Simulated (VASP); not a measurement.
# KBr (P1) in VASP: relaxation of cell and atoms with PBE

Aim: the relaxation of cell and atoms of KBr with PBE.

All numbers are computed with VASP 6.6.1; they aren't measurements. Logs are shortened: lines on timing, memory, paths and dates and some standing lists are left out, and cuts for length are marked.

## 1. The cell of the first run

The typed cell holds 8 atoms: a = 4.946 Å, b = 8.270 Å, c = 8.632 Å, α = 89.63°, β = 89.91°, γ = 91.36°.

## 2. Relaxation of cell and atoms, PBE

File INCAR:

```
SYSTEM = KBr
ALGO     = Normal         ! electronic algorithm
EDIFF    = 1E-6           ! SCF threshold, eV
EDIFFG   = -0.025         ! ionic threshold
ENCUT    = 600            ! plane-wave cutoff, eV
GGA      = PE             ! functional
IBRION   = 2              ! ionic algorithm
ISIF     = 3              ! what is computed and relaxed
ISMEAR   = 0              ! smearing method
LASPH    = .True.         ! aspherical terms in the spheres
LCHARG   = .False.        ! write CHGCAR
LREAL    = .False.        ! projectors in reciprocal space
LWAVE    = .False.        ! write WAVECAR
NELM     = 100            ! most SCF steps
NSW      = 80             ! ionic steps
PREC     = Accurate       ! precision mode
SIGMA    = 0.1            ! smearing width, eV
```

File KPOINTS:

```
k-points
0
Gamma
  4 2 2
  0 0 0
```

File POSCAR:

```
KBr
1.0
   -4.9451706566     -0.0039124056      0.0585898367
    0.0979146096     -0.0269669679     -8.2694978745
   -0.0067764852     -8.6317349155     -0.0279490813
K Br
4 4
Direct
    0.4929344485      0.7484276200      0.8415809697
    0.9974971481      0.7541937161      0.3270728844
    1.0034053915      0.2091198690      0.6652921197
    0.5029281729      0.1972864963      0.1629908695
    0.5033677697      0.0259298246      0.4982028990
    0.0020480987      0.0228072139     -0.0011583471
    0.9923763651      0.5724180009      0.6720230162
    0.5054426054      0.5836207194      0.1673289219
```

Potentials or basis: VASP PAW PBE potentials, release 64 (K_sv, Br).

Started as:

```sh
cat potpaw_PBE.64/K_sv/POTCAR potpaw_PBE.64/Br/POTCAR > POTCAR
mpirun -np 1 vasp_std > vasp.out
```

OUTCAR:

```text
SYSTEM = KBr
   EDIFF = 1E-6
   EDIFFG = -0.025
   ENCUT = 600
   GGA = PE
   IBRION = 2
   ISIF = 3
   ISMEAR = 0
   LASPH = .True.
   LREAL = .False.
   NELM = 100
   NSW = 80
   PREC = Accurate

 ion  position               nearest neighbor table
   1  0.493  0.748  0.842-   8 3.12   7 3.20   7 3.25
   2  0.997  0.754  0.327-   8 3.11   8 3.22
   3  0.003  0.209  0.665-   7 3.01   5 3.22   6 3.26   5 3.27
   4  0.503  0.197  0.163-   6 3.18   8 3.20   5 3.21   6 3.22
   5  0.503  0.026  0.498-   4 3.21   3 3.22   3 3.27
   6  0.002  0.023  0.999-   4 3.18   4 3.22   3 3.26
   7  0.992  0.572  0.672-   3 3.01   1 3.20   1 3.25
   8  0.505  0.584  0.167-   2 3.11   1 3.12   4 3.20   2 3.22

  LATTYP: Found a triclinic cell.
 ALAT       =     9.5349806254
 B/A-ratio  =     0.5186711404
 C/A-ratio  =     0.9052753396
 COS(alpha) =     0.0015377435
 COS(beta)  =     0.0064259091
 COS(gamma) =     0.4981303995

  Lattice vectors:

 A1 = (   4.8472560470,   0.0308793735,   8.2109080378)
 A2 = (   4.9451706566,   0.0039124056,  -0.0585898367)
 A3 = (   0.0067764852,   8.6317349155,   0.0279490813)

Analysis of symmetry for initial positions (statically):
=====================================================================
 Subroutine PRICEL returns:
 Original cell was already a primitive cell.

 Routine SETGRP: Setting up the symmetry group for a
 triclinic supercell.

 Subroutine GETGRP returns: Found  1 space group operations
 (whereof  1 operations were pure point group operations)
 out of a pool of  2 trial point group operations.

The static configuration has the point symmetry C_1 .

Analysis of symmetry for dynamics (positions and initial velocities):
=====================================================================
 Subroutine PRICEL returns:
 Original cell was already a primitive cell.

 Routine SETGRP: Setting up the symmetry group for a
 triclinic supercell.

 Subroutine GETGRP returns: Found  1 space group operations
 (whereof  1 operations were pure point group operations)
 out of a pool of  2 trial point group operations.

The dynamic configuration has the point symmetry C_1 .

 Subroutine INISYM returns: Found  1 space group operations
 (whereof  1 operations are pure point group operations),
 and found     1 'primitive' translations

----------------------------------------------------------------------------------------

                                     Primitive cell

  volume of cell :     352.9334

  direct lattice vectors                    reciprocal lattice vectors
    -4.945170657 -0.003912406  0.058589837    -0.202246001  0.000166532 -0.002395228
     0.097914610 -0.026966968 -8.269497875    -0.001433249  0.000392737 -0.120944578
    -0.006776485 -8.631734915 -0.027949081     0.000096147 -0.115852868  0.000378937

  length of vectors
     4.945519275  8.270121498  8.631782824     0.202260252  0.120953707  0.115853527

  position of ions in fractional coordinates (direct lattice)
     0.492934449  0.748427620  0.841580970
     0.997497148  0.754193716  0.327072884
     0.003405392  0.209119869  0.665292120
     0.502928173  0.197286496  0.162990869
     0.503367770  0.025929825  0.498202899
     0.002048099  0.022807214  0.998841653
     0.992376365  0.572418001  0.672023016
     0.505442605  0.583620719  0.167328922

  ion indices of the primitive-cell ions
   primitive index   ion index
                 1           1
                 2           2
                 3           3
                 4           4
                 5           5
                 6           6
                 7           7
                 8           8

----------------------------------------------------------------------------------------

 KPOINTS: k-points

Automatic generation of k-mesh.
 Grid dimensions read from file:
 generate k-points for:    4    2    2

 Generating k-lattice:

  Cartesian coordinates                     Fractional coordinates (reciprocal lattice)
    -0.050561500  0.000041633 -0.000598807     0.250000000  0.000000000 -0.000000000
    -0.000716624  0.000196369 -0.060472289    -0.000000000  0.500000000  0.000000000
     0.000048074 -0.057926434  0.000189468    -0.000000000  0.000000000  0.500000000

  Length of vectors
     0.050565063  0.060476854  0.057926764

  Shift w.r.t. Gamma in fractional coordinates (k-lattice)
     0.000000000  0.000000000  0.000000000

 Subroutine IBZKPT returns following result:
 ===========================================

 Found     12 irreducible k-points:

 Following reciprocal coordinates:
            Coordinates               Weight
  0.000000  0.000000  0.000000      1.000000
  0.250000  0.000000  0.000000      2.000000
  0.500000  0.000000  0.000000      1.000000
  0.000000  0.500000  0.000000      1.000000
  0.250000  0.500000  0.000000      2.000000
  0.500000  0.500000  0.000000      1.000000
  0.000000  0.000000  0.500000      1.000000
  0.250000  0.000000  0.500000      2.000000
  0.500000  0.000000  0.500000      1.000000
  0.000000  0.500000  0.500000      1.000000
  0.250000  0.500000  0.500000      2.000000
  0.500000  0.500000  0.500000      1.000000
   k-points           NKPTS =     12   k-points in BZ     NKDIM =     12   number of bands    NBANDS=     38
   number of dos      NEDOS =    301   number of ions     NIONS =      8
   total plane-waves  NPLWV = 196000
   dimension x,y,z NGX =    40 NGY =   70 NGZ =   70
   dimension x,y,z NGXF=    80 NGYF=  140 NGZF=  140
   ions per type =               4   4
   NGX,Y,Z   is equivalent  to a cutoff of  13.45, 14.07, 13.48 a.u.
   NGXF,Y,Z  is equivalent  to a cutoff of  26.89, 28.14, 26.96 a.u.
 SYSTEM =  KBr
   PREC   = accura    normal or accurate (medium, high low for compatibility)
   ISTART =      0    job   : 0-new  1-cont  2-samecut
   ICHARG =      2    charge: 1-file 2-atom 10-const
   ISPIN  =      1    spin polarized calculation?
   LNONCOLLINEAR =      F non collinear calculations
   LSORBIT =      F    spin-orbit coupling
   LASPH  =      T    aspherical Exc in radial PAW
   ENCUT  =  600.0 eV  44.10 Ry    6.64 a.u.   9.88 16.52 17.24*2*pi/ulx,y,z
   NELM   =    100;   NELMIN=  2; NELMDL= -5     # of ELM steps
   EDIFF  = 0.1E-05   stopping-criterion for ELM
   LREAL  =      F    real-space projection
   EDIFFG = -.3E-01   stopping-criterion for IOM
   NSW    =     80    number of steps for IOM
   IBRION =      2    ionic relax: 0-MD 1-quasi-New 2-CG
   NFREE  =      1    steps in history (QN), initial steepest desc. (CG)
   ISIF   =      3    stress and relaxation
   ISYM   =      2    0-nonsym 1-usesym 2-fastsym
   POTIM  = 0.5000    time-step for ionic-motion
   TEBEG  =    0.0;   TEEND  =   0.0 temperature during run
   PSTRESS=    0.0 pullay stress
   NELECT =      64.0000    total number of electrons
   NUPDOWN=      -1.0000    fix difference up-down
   EMIN   =  10.00;   EMAX   =-10.00  energy-range for DOS
   EFERMI =   0.00;   METHOD = LEGACY
   ISMEAR =     0;   SIGMA  =   0.10  broadening in eV -4-tet -1-fermi 0-gaus
   EFERMI_NEDOS =   21; number of points for ismear=-14 and -15
   IALGO  =     38    algorithm
   IMIX   =      4    mixing-type and parameters
     AMIX     =   0.40;   BMIX     =  1.00
     AMIX_MAG =   1.60;   BMIX_MAG =  1.00
  volume/ion in A,a.u.               =      44.12       297.71
  Fermi-wavevector in a.u.,A,eV,Ry     =   0.926625  1.751067 11.682418  0.858634
  Thomas-Fermi vector in A             =   2.052607
   LORBIT       =      0    0 simple, 1 ext, 2 COOP (PROOUT), +10 PAW based schemes
   GGA     = PE    functional components
   LHFCALC =     F    Hartree Fock is set to
   AEXX    =    0.0000 exact exchange contribution
   IVDW    =     0    specifies the selected vdW correction
   LEPSILON=     F    determine dielectric tensor
   LRPA    =     F    only Hartree local field effects (RPA)
 conjugate gradient relaxation of ions
 non-spin polarized calculation
 Gauss-broadening in eV      SIGMA  =   0.10
  energy-cutoff  :      600.00
  volume of cell :      352.93
 maximum number of plane-waves:     11804
 NGX is ok and might be reduce to    40
   NGX = 19   NGY = 33   NGZ = 35

--------------------------------------- Ionic step        1  -------------------------------------------

 number of electron      64.0000001 magnetization

 Free energy of the ion-electron system (eV)
  ---------------------------------------------------
  ext. energy  EPLUGINS =         0.00000000
  ---------------------------------------------------
  free energy    TOTEN  =       -24.22699367 eV

  energy without entropy =      -24.22699367  energy(sigma->0) =      -24.22699367

------------------------ aborting loop because EDIFF is reached ----------------------------------------

  FORCE on cell =-STRESS in cart. coord.  units (eV):
  Direction    XX          YY          ZZ          XY          YZ          ZX
  --------------------------------------------------------------------------------------
  -------------------------------------------------------------------------------------
  Total        0.5901674      0.4200079      0.6704758      0.2486649      0.0754155      0.2902484
  in kB        2.6791258      1.9066693      3.0436940      1.1288399      0.3423564      1.3176125
  external PRESSURE =       2.5431630 kB  Pullay stress =       0.0000000 kB
[... 107 lines left out ...]
  FREE ENERGIE OF THE ION-ELECTRON SYSTEM (eV)
  ---------------------------------------------------
  free  energy   TOTEN  =       -24.2577370166 eV

  energy  without entropy=      -24.2577370166  energy(sigma->0) =      -24.25773702

[... ionic steps 4 to 7 ...]

--------------------------------------- Ionic step        8  -------------------------------------------

 number of electron      63.9999998 magnetization

------------------------ aborting loop because EDIFF is reached ----------------------------------------

  FORCE on cell =-STRESS in cart. coord.  units (eV):
  Direction    XX          YY          ZZ          XY          YZ          ZX
  --------------------------------------------------------------------------------------
  -------------------------------------------------------------------------------------
  Total       -0.0442867     -0.0554718     -0.0252935      0.0536715      0.0078051      0.0629790
  in kB       -0.1980789     -0.2481062     -0.1131290      0.2400539      0.0349096      0.2816835
  external PRESSURE =      -0.1864380 kB  Pullay stress =       0.0000000 kB
[... 69 lines left out ...]
  energy  without entropy=      -24.2683702147  energy(sigma->0) =      -24.26837021

--------------------------------------- Ionic step       10  -------------------------------------------

 number of electron      63.9999998 magnetization

 Free energy of the ion-electron system (eV)
  ---------------------------------------------------
  ext. energy  EPLUGINS =         0.00000000
  ---------------------------------------------------
  free energy    TOTEN  =       -24.26879619 eV

  energy without entropy =      -24.26879619  energy(sigma->0) =      -24.26879619

 E-fermi :  -1.8297     XC(G=0):  -6.4270

 val. band max:       -2.3310532948   @ k =   0.0000   0.5000   0.0000
 cond. band min:       1.4750700290   @ k =   0.0000   0.0000   0.0000
 fundamental gap:      3.8061233238
 Fermi energy:        -1.8297422534

 k-point     1 :       0.0000    0.0000    0.0000
  band No.  band energies     occupation
      1     -30.8075      2.00000
      2     -30.7979      2.00000
      3     -30.3625      2.00000
      4     -30.3601      2.00000
      5     -15.0543      2.00000
      6     -15.0257      2.00000
[... 516 lines left out ...]
  FREE ENERGIE OF THE ION-ELECTRON SYSTEM (eV)
  ---------------------------------------------------
  free  energy   TOTEN  =       -24.2687961913 eV

  energy  without entropy=      -24.2687961913  energy(sigma->0) =      -24.26879619

 reached required accuracy - stopping structural energy minimisation
```

Wall time 18 min (1 thread of Intel Xeon Platinum 8488C (Sapphire Rapids), shared host); peak memory 0.56 GiB.

Results:

- Free energy: -24.2688 eV
- Relaxed volume: 44.72 Å³/atom
- Relaxed cell: a = 4.978 Å, b = 8.318 Å, c = 8.641 Å, α = 89.39°, β = 89.87°, γ = 90.67°
- Space group after relaxing (to 0.1 Å): Cm (No. 8)
- Energy gained by relaxing: 5.2 meV/atom
- Ionic steps: 10
- Pressure after relaxing: 0.0 GPa
- Largest force after relaxing: 0.017 eV/Å
- Band gap on the k mesh: 3.81 eV

Forces in eV/Å, atoms in the order of the input:
```
K   -0.010 -0.001 -0.014
K   -0.001  0.000 -0.001
K   -0.007  0.005 -0.008
K   -0.010  0.003  0.002
Br   0.006 -0.004  0.015
Br   0.004  0.002  0.004
Br   0.006 -0.004  0.014
Br   0.012  0.001 -0.012
```

The path:
```tsv
step	energy change (eV)	largest force (eV/Å)	pressure (GPa)	volume (Å³)
1	0.0000	0.2369	0.25	352.93
2	-0.0168	0.1858	0.11	356.52
3	-0.0307	0.0932	-0.16	364.48
4	-0.0358	0.0643	-0.11	362.12
5	-0.0400	0.0431	0.03	357.06
6	-0.0400	0.0441	0.02	357.50
7	-0.0408	0.0336	0.01	357.73
8	-0.0413	0.0276	-0.02	358.22
9	-0.0414	0.0253	-0.01	358.12
10	-0.0418	0.0174	-0.01	357.79
```

Final structure:
```xyz
8
Lattice="-4.9784 -0.0057 0.0292 0.0488 -0.0438 -8.3175 -0.0105 -8.6413 -0.0459" Properties=species:S:1:pos:R:3 pbc="T T T"
K    -2.4289   -7.2530   -6.2930
K     0.0282   -2.9220   -6.3020
K    -0.0201   -5.7477   -1.7212
K    -2.5023   -1.4245   -1.6774
Br   -2.5075   -4.3100   -0.1963
Br   -0.0223   -8.6303   -0.2154
Br   -4.9167   -5.8120   -4.8155
Br   -2.4594   -1.4993   -4.7897
```
